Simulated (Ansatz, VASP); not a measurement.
# Two plane-wave programs on TiC

INCAR

```
SYSTEM = TiC
PREC     = Accurate       ! precision mode
ENCUT    = 520            ! plane-wave cutoff, eV
EDIFF    = 1E-6           ! SCF threshold, eV
ISMEAR   = 0              ! smearing method
SIGMA    = 0.011          ! smearing width, eV
LREAL    = .False.        ! projectors in reciprocal space
LASPH    = .True.         ! aspherical terms in the spheres
NELM     = 100            ! most SCF steps
ALGO     = Normal         ! electronic algorithm
ISIF     = 2              ! what is computed and relaxed
LWAVE    = .False.        ! write WAVECAR
LCHARG   = .False.        ! write CHGCAR
GGA      = PE             ! functional
NBANDS   = 15             ! bands
```

KPOINTS

```
regular mesh
0
Gamma
  10 10 10
  0 0 0
```

Contents of POSCAR:

```
TiC
1.0
    3.0420900000      0.0000000000      0.0000000000
   -1.5210400000      2.6345200000      0.0000000000
    0.0000000000      0.0000000000      2.6979700000
Ti C
1 1
Direct
    0.0000000000      0.0000000000      0.5000000000
    0.3333300000      0.6666700000      0.0000000000
```

The input input.yaml:

```yaml
crystal:
  lattice:
    - [3.04209, 0.0, 0.0]
    - [-1.52104, 2.63452, 0.0]
    - [0.0, 0.0, 2.69797]
  atoms:
    - { symbol: Ti, position: [0.0, 0.0, 0.5] }
    - { symbol: C, position: [0.33333, 0.66667, 0.0] }
hamiltonian:
  xc: pbe
  pseudopotentials: { kind: paw }
kpoints:
  mp_grid: { grid: [10, 10, 10] }
scf:
  occupations: { method: gaussian, width: 0.011 }
output:
  forces: true
  stress: true
  eigenvalues: true
```

Alike in both runs: task single point; functional PBE; k mesh 10 × 10 × 10; occupations gaussian, width 0.011 eV; no spin polarisation.

```csv
,VASP,Ansatz
version,VASP 6.6.1,Ansatz 0.2.0
potentials or method,"VASP PAW PBE potentials, release 64 (Ti_sv, C)",Ansatz PAW
plane-wave cutoff (eV),520,420
valence electrons in the cell,16,16
```

VASP gave:

| Item | Value |
| --- | --- |
| gap on the k mesh at the Fermi level (eV) | none |
| pressure (GPa) | 0.2 |
| traceless stress, the component that is largest in VASP (GPa) | -0.15 |

**Question.** Which values does Ansatz return?

**Answer.** gap on the k mesh at the Fermi level (eV): none; pressure (GPa): 0.1; traceless stress, the component that is largest in VASP (GPa): -0.16.

A gap of «none» marks a metal or a gap that the smearing closes. The functional is the same, so the differences come from potentials, cutoffs and numerics.
